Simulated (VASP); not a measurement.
# Si (Fd-3m) in VASP: a series of runs

Runs on Si. Level: PBE+D3(BJ). Tasks: single point, relaxation of cell and atoms.

Program: VASP 6.6.1. These are calculated values, not measurements. Logs are shortened: lines on timing, memory, paths and dates and some standing lists are left out, and cuts for length are marked.

## Step 1: The cell of the first run

The structure is cubic, space group Fd-3m (No. 227). The conventional cell has a = 5.437 Å, b = 5.437 Å, c = 5.437 Å, α = 90.00°, β = 90.00°, γ = 90.00°. Si (site symmetry -43m) has 4 Si at 2.35 Å within 3.1 Å.

## Step 2: Single point, PBE+D3(BJ)

Input file INCAR:

```
PREC = Accurate ; ENCUT = 500
EDIFF = 1E-6 ; ISMEAR = 0
SIGMA = 0.1 ; LREAL = False
LASPH = True ; NELM = 120
ALGO = Normal ; ISIF = 2
LWAVE = False ; LCHARG = False
GGA = PE ; IVDW = 12
NBANDS = 11 ; GGA_COMPAT = False
```

Input file KPOINTS:

```
regular mesh
0
Gamma
  6 6 6
```

Input file POSCAR:

```
Si
1.0
    0.0000000000      2.7185000000      2.7185000000
    2.7185000000      0.0000000000      2.7185000000
    2.7185000000      2.7185000000      0.0000000000
Si
2
Direct
    0.5000000000      0.5000000000      0.5000000000
    0.7500000000      0.7500000000      0.7500000000
```

Potentials or basis: VASP PAW PBE potentials, release 64 (Si).

On the command line:

```
> cat potpaw_PBE.64/Si/POTCAR > POTCAR
> mpirun -np 1 vasp_std > vasp.out
```

OUTCAR:

```text
PREC = Accurate
   ENCUT = 500
   EDIFF = 1E-6
   ISMEAR = 0
   LREAL = False
   LASPH = True
   NELM = 120
   ISIF = 2
   GGA = PE
   IVDW = 12
 IVDW          = 12

 ion  position               nearest neighbor table
   1  0.500  0.500  0.500-   2 2.35   2 2.35   2 2.35   2 2.35
   2  0.750  0.750  0.750-   1 2.35   1 2.35   1 2.35   1 2.35

  LATTYP: Found a face centered cubic cell.
 ALAT       =     5.4370000000

  Lattice vectors:

 A1 = (   0.0000000000,   2.7185000000,   2.7185000000)
 A2 = (   2.7185000000,   0.0000000000,   2.7185000000)
 A3 = (   2.7185000000,   2.7185000000,   0.0000000000)

Analysis of symmetry for initial positions (statically):
=====================================================================
 Subroutine PRICEL returns:
 Original cell was already a primitive cell.

 Routine SETGRP: Setting up the symmetry group for a
 face centered cubic supercell.

 Subroutine GETGRP returns: Found 48 space group operations
 (whereof 24 operations were pure point group operations)
 out of a pool of 48 trial point group operations.

The static configuration has the point symmetry T_d .
 The point group associated with its full space group is O_h .

Analysis of symmetry for dynamics (positions and initial velocities):
=====================================================================
 Subroutine PRICEL returns:
 Original cell was already a primitive cell.

 Routine SETGRP: Setting up the symmetry group for a
 face centered cubic supercell.

 Subroutine GETGRP returns: Found 48 space group operations
 (whereof 24 operations were pure point group operations)
 out of a pool of 48 trial point group operations.

The dynamic configuration has the point symmetry T_d .
 The point group associated with its full space group is O_h .

 Subroutine INISYM returns: Found 48 space group operations
 (whereof 24 operations are pure point group operations),
 and found     1 'primitive' translations

----------------------------------------------------------------------------------------

                                     Primitive cell

  volume of cell :      40.1807

  direct lattice vectors                    reciprocal lattice vectors
     0.000000000  2.718500000  2.718500000    -0.183924959  0.183924959  0.183924959
     2.718500000  0.000000000  2.718500000     0.183924959 -0.183924959  0.183924959
     2.718500000  2.718500000  0.000000000     0.183924959  0.183924959 -0.183924959

  length of vectors
     3.844539569  3.844539569  3.844539569     0.318567373  0.318567373  0.318567373

  position of ions in fractional coordinates (direct lattice)
     0.500000000  0.500000000  0.500000000
     0.750000000  0.750000000  0.750000000

  ion indices of the primitive-cell ions
   primitive index   ion index
                 1           1
                 2           2

----------------------------------------------------------------------------------------

 KPOINTS: regular mesh

Automatic generation of k-mesh.
 Grid dimensions read from file:
 generate k-points for:    6    6    6

 Generating k-lattice:

  Cartesian coordinates                     Fractional coordinates (reciprocal lattice)
    -0.030654160  0.030654160  0.030654160     0.166666667  0.000000000  0.000000000
     0.030654160 -0.030654160  0.030654160     0.000000000  0.166666667  0.000000000
     0.030654160  0.030654160 -0.030654160     0.000000000  0.000000000  0.166666667

  Length of vectors
     0.053094562  0.053094562  0.053094562

  Shift w.r.t. Gamma in fractional coordinates (k-lattice)
     0.000000000  0.000000000  0.000000000

 Subroutine IBZKPT returns following result:
 ===========================================

 Found     16 irreducible k-points:

 Following reciprocal coordinates:
            Coordinates               Weight
  0.000000  0.000000  0.000000      1.000000
  0.166667  0.000000  0.000000      8.000000
  0.333333  0.000000  0.000000      8.000000
  0.500000  0.000000  0.000000      4.000000
  0.166667  0.166667  0.000000      6.000000
  0.333333  0.166667  0.000000     24.000000
[... 8 lines left out ...]
 -0.333333  0.333333  0.166667     24.000000
 -0.333333  0.500000  0.166667     12.000000
   k-points           NKPTS =     16   k-points in BZ     NKDIM =     16   number of bands    NBANDS=     11
   number of dos      NEDOS =    301   number of ions     NIONS =      2
   total plane-waves  NPLWV =  21952
   dimension x,y,z NGX =    28 NGY =   28 NGZ =   28
   dimension x,y,z NGXF=    56 NGYF=   56 NGZF=   56
   ions per type =               2
   NGX,Y,Z   is equivalent  to a cutoff of  12.11, 12.11, 12.11 a.u.
   NGXF,Y,Z  is equivalent  to a cutoff of  24.22, 24.22, 24.22 a.u.
 SYSTEM =  unknown system
   PREC   = accura    normal or accurate (medium, high low for compatibility)
   ISTART =      0    job   : 0-new  1-cont  2-samecut
   ICHARG =      2    charge: 1-file 2-atom 10-const
   ISPIN  =      1    spin polarized calculation?
   LNONCOLLINEAR =      F non collinear calculations
   LSORBIT =      F    spin-orbit coupling
   LASPH  =      T    aspherical Exc in radial PAW
   ENCUT  =  500.0 eV  36.75 Ry    6.06 a.u.   7.01  7.01  7.01*2*pi/ulx,y,z
   NELM   =    120;   NELMIN=  2; NELMDL= -5     # of ELM steps
   EDIFF  = 0.1E-05   stopping-criterion for ELM
   LREAL  =      F    real-space projection
   EDIFFG = 0.1E-04   stopping-criterion for IOM
   NSW    =      0    number of steps for IOM
   IBRION =     -1    ionic relax: 0-MD 1-quasi-New 2-CG
   NFREE  =      0    steps in history (QN), initial steepest desc. (CG)
   ISIF   =      2    stress and relaxation
   ISYM   =      2    0-nonsym 1-usesym 2-fastsym
   POTIM  = 0.5000    time-step for ionic-motion
   TEBEG  =    0.0;   TEEND  =   0.0 temperature during run
   PSTRESS=    0.0 pullay stress
   NELECT =       8.0000    total number of electrons
   NUPDOWN=      -1.0000    fix difference up-down
   EMIN   =  10.00;   EMAX   =-10.00  energy-range for DOS
   EFERMI =   0.00;   METHOD = LEGACY
   ISMEAR =     0;   SIGMA  =   0.10  broadening in eV -4-tet -1-fermi 0-gaus
   EFERMI_NEDOS =   21; number of points for ismear=-14 and -15
   IALGO  =     38    algorithm
   IMIX   =      4    mixing-type and parameters
     AMIX     =   0.40;   BMIX     =  1.00
     AMIX_MAG =   1.60;   BMIX_MAG =  1.00
  volume/ion in A,a.u.               =      20.09       135.58
  Fermi-wavevector in a.u.,A,eV,Ry     =   0.955943  1.806471 12.433381  0.913828
  Thomas-Fermi vector in A             =   2.084827
   LORBIT       =      0    0 simple, 1 ext, 2 COOP (PROOUT), +10 PAW based schemes
   GGA     = PE    functional components
   LHFCALC =     F    Hartree Fock is set to
   AEXX    =    0.0000 exact exchange contribution
   IVDW    =    12    specifies the selected vdW correction
   LEPSILON=     F    determine dielectric tensor
   LRPA    =     F    only Hartree local field effects (RPA)
 non-spin polarized calculation
 Gauss-broadening in eV      SIGMA  =   0.10
  energy-cutoff  :      500.00
  volume of cell :       40.18
 maximum number of plane-waves:      1034
   NGX = 13   NGY = 13   NGZ = 13

 number of electron       8.0000001 magnetization

 Free energy of the ion-electron system (eV)
  ---------------------------------------------------
  ext. energy  EPLUGINS =         0.00000000
  ---------------------------------------------------
  free energy    TOTEN  =       -10.82251276 eV

  energy without entropy =      -10.82251276  energy(sigma->0) =      -10.82251276

 E-fermi :   6.1494     XC(G=0):  -9.3909

 val. band max:        5.7986483224   @ k =   0.0000   0.0000   0.0000
 cond. band min:       6.5130169668   @ k =   0.5000   0.5000   0.0000
 fundamental gap:      0.7143686444
 Fermi energy:         6.1494072478

 k-point     1 :       0.0000    0.0000    0.0000
  band No.  band energies     occupation
      1      -6.1364      2.00000
      2       5.7986      2.00000
      3       5.7986      2.00000
      4       5.7986      2.00000
      5       8.3597      0.00000
      6       8.3597      0.00000
      7       8.3597      0.00000
      8       9.1329      0.00000
      9      13.5130      0.00000
     10      13.5130      0.00000
     11      13.7438      0.00000

 k-point     2 :       0.1667    0.0000    0.0000
  band No.  band energies     occupation
      1      -5.7762      2.00000
      2       3.4220      2.00000
      3       5.3501      2.00000
      4       5.3501      2.00000
      5       8.1400      0.00000
      6       9.0051      0.00000
      7       9.0051      0.00000
      8      11.2270      0.00000
      9      12.8799      0.00000
     10      12.8799      0.00000
     11      14.8722      0.00000

 k-point     3 :       0.3333    0.0000    0.0000
  band No.  band energies     occupation
      1      -4.7639      2.00000
      2       0.4769      2.00000
      3       4.8019      2.00000
      4       4.8019      2.00000
      5       7.5511      0.00000
      6       9.3026      0.00000
      7       9.3026      0.00000
      8      13.6542      0.00000
      9      13.7753      0.00000
     10      13.7753      0.00000
     11      14.8968      0.00000
[... 155 lines left out ...]
 k-point    15 :      -0.3333    0.3333    0.1667
  band No.  band energies     occupation
      1      -2.8730      2.00000
      2      -1.0318      2.00000
      3       1.8041      2.00000
      4       3.0486      2.00000
      5       9.1529      0.00000
      6       9.3493      0.00000
      7      11.8901      0.00000
      8      12.3050      0.00000
      9      13.3393      0.00000
     10      16.8806      0.00000
     11      17.7341      0.00000

 k-point    16 :      -0.3333    0.5000    0.1667
  band No.  band energies     occupation
      1      -1.8853      2.00000
      2      -1.8853      2.00000
      3       2.1687      2.00000
      4       2.1687      2.00000
      5       8.5460      0.00000
      6       8.5460      0.00000
      7      12.5491      0.00000
      8      12.5491      0.00000
      9      16.3522      0.00000
     10      16.3522      0.00000
     11      18.7286      0.00000

------------------------ aborting loop because EDIFF is reached ----------------------------------------

 Edisp (eV)   -0.62617

 E8    (eV) :    -0.2596

  FORCE on cell =-STRESS in cart. coord.  units (eV):
  Direction    XX          YY          ZZ          XY          YZ          ZX
  --------------------------------------------------------------------------------------
  -------------------------------------------------------------------------------------
  Total      -0.19442    -0.19442    -0.19442     0.00000     0.00000    -0.00000
  in kB      -7.75229    -7.75229    -7.75229     0.00000     0.00000    -0.00000
  external pressure =       -7.75 kB  Pullay stress =        0.00 kB

 VOLUME and BASIS-vectors are now :
 -----------------------------------------------------------------------------
  energy-cutoff  :      500.00
  volume of cell :       40.18
      direct lattice vectors                 reciprocal lattice vectors
     0.000000000  2.718500000  2.718500000    -0.183924959  0.183924959  0.183924959
     2.718500000  0.000000000  2.718500000     0.183924959 -0.183924959  0.183924959
     2.718500000  2.718500000  0.000000000     0.183924959  0.183924959 -0.183924959

 POSITION                                       TOTAL-FORCE (eV/Angst)
 -----------------------------------------------------------------------------------
      2.71850      2.71850      2.71850         0.000000      0.000000      0.000000
      4.07775      4.07775      4.07775        -0.000000     -0.000000     -0.000000
 -----------------------------------------------------------------------------------
    total drift:                                0.000000      0.000000     -0.000000

  FREE ENERGIE OF THE ION-ELECTRON SYSTEM (eV)
  ---------------------------------------------------
  free  energy   TOTEN  =       -11.4486792299 eV

  energy  without entropy=      -11.4486792226  energy(sigma->0) =      -11.44867923
```

Run time: 6.3 s. Hardware: 1 thread of Intel Xeon 8259CL, shared host; peak memory 0.15 GiB.

What came out:

* Free energy: -11.4487 eV
* Pressure: -0.8 GPa
* Band gap on the k mesh: 0.71 eV (least direct gap 2.56 eV)
* Dispersion energy per atom: -0.313 eV

Levels at points of the mesh, in eV from the valence-band top:
```
           k point  band 1  band 2  band 3  band 4  band 5  band 6  band 7  band 8  band 9
(0.00, 0.00, 0.00)  -11.94    0.00    0.00    0.00    2.56    2.56    2.56    3.33    7.71
(0.50, 0.00, 0.00)   -9.61   -6.95   -1.19   -1.19    1.53    3.34    3.34    7.72   10.54
(0.50, 0.50, 0.00)   -7.80   -7.80   -2.84   -2.84    0.71    0.71   10.08   10.08   10.96
```

(Continued in part 2 of 2.)
